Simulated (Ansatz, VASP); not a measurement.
**Two plane-wave programs on Ni3Ge**

INCAR

```
PREC = Accurate
ENCUT = 520
EDIFF = 1E-7
ISMEAR = 0
SIGMA = 0.15
LREAL = F
LASPH = T
NELM = 60
ALGO = Fast
ISIF = 2
LWAVE = F
LCHARG = F
GGA = PS
NBANDS = 30
```

KPOINTS

```
regular mesh
0
Gamma
  14 14 14
```

File POSCAR:

```
Ni3Ge
1.0
    3.5954125627      0.0000000000      0.0000000000
    0.0000000000      3.5249142772      0.0000000000
    0.0000000000      0.0000000000      3.5249142772
Ni Ge
3 1
Direct
    0.5000000000      0.0000000000      0.5000000000
    0.0000000000      0.5000000000      0.5000000000
    0.5000000000      0.5000000000      0.0000000000
    0.0000000000      0.0000000000      0.0000000000
```

Input for Ansatz:

```yaml
crystal:
  lattice:
    - [3.5954125627, 0.0, 0.0]
    - [0.0, 3.5249142772, 0.0]
    - [0.0, 0.0, 3.5249142772]
  atoms:
    - { symbol: Ni, position: [0.5, 0.0, 0.5] }
    - { symbol: Ni, position: [0.0, 0.5, 0.5] }
    - { symbol: Ni, position: [0.5, 0.5, 0.0] }
    - { symbol: Ge, position: [0.0, 0.0, 0.0] }
basis:
  ecutwfc: 420
kpoints:
  mp_grid: { grid: [14, 14, 14] }
hamiltonian:
  xc: pbesol
scf:
  occupations: { method: gaussian, width: 0.15 }
output:
  forces: true
  stress: true
  eigenvalues: true
```

Change from the starting cell: strain +0.0200 x Voigt [1, 0, 0, 0, 0, 0], atoms carried along.

Alike in both runs: task single point; functional PBEsol; k mesh 14 × 14 × 14; occupations gaussian, width 0.15 eV; no spin polarisation.

|  | VASP | Ansatz |
| --- | --- | --- |
| version | VASP 6.6.1 | Ansatz 0.2.0 |
| potentials or method | VASP PAW PBE potentials, release 64 (Ni, Ge_d), cutoff 520 eV | scalar-relativistic, plane waves, PAW |
| valence electrons in the cell | 44 | 68 |

|  | VASP | Ansatz | Ansatz less VASP |
| --- | --- | --- | --- |
| gap on the k mesh at the Fermi level (eV) | none | none | - |
| pressure (GPa) | -3.8 | -4.1 | -0.22 |
| traceless stress, the component that is largest in VASP (GPa) | -1.93 | -1.95 | -0.025 |

VASP's potentials were made for PBE, not for PBEsol. A gap of «none» marks a metal or a gap that the smearing closes. VASP's potentials hold 44 valence electrons a cell and Ansatz's 68, so a difference there can come from the potentials and not from the codes.
